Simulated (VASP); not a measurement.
Here is a VASP 6.6.1 calculation.

The input INCAR:

```
PREC = Accurate ; ENCUT = 520
EDIFF = 1E-6 ; ISMEAR = 1
SIGMA = 0.05 ; LREAL = F
LASPH = T ; NELM = 100
ALGO = Normal ; ISIF = 2
LWAVE = F ; LCHARG = F
GGA = PE ; NBANDS = 16
```

KPOINTS

```
regular mesh
0
Gamma
  12 12 12
```

POSCAR

```
TiN
1.0
    0.0000000000      2.1183354520      2.1183354520
    2.1183354520      0.0000000000      2.1183354520
    2.1183354520      2.1183354520      0.0000000000
Ti N
1 1
Direct
    0.0000000000      0.0000000000      0.0000000000
    0.5000000000      0.5000000000      0.5000000000
```

Potentials or basis: VASP PAW PBE potentials, release 64 (Ti_sv, N).

The run is started by

```console
$ cat potpaw_PBE.64/Ti_sv/POTCAR potpaw_PBE.64/N/POTCAR > POTCAR
$ mpirun -np 1 vasp_std > vasp.out
```

**Question.** What does it give for the pressure?

**Answer.** 2.4 GPa.
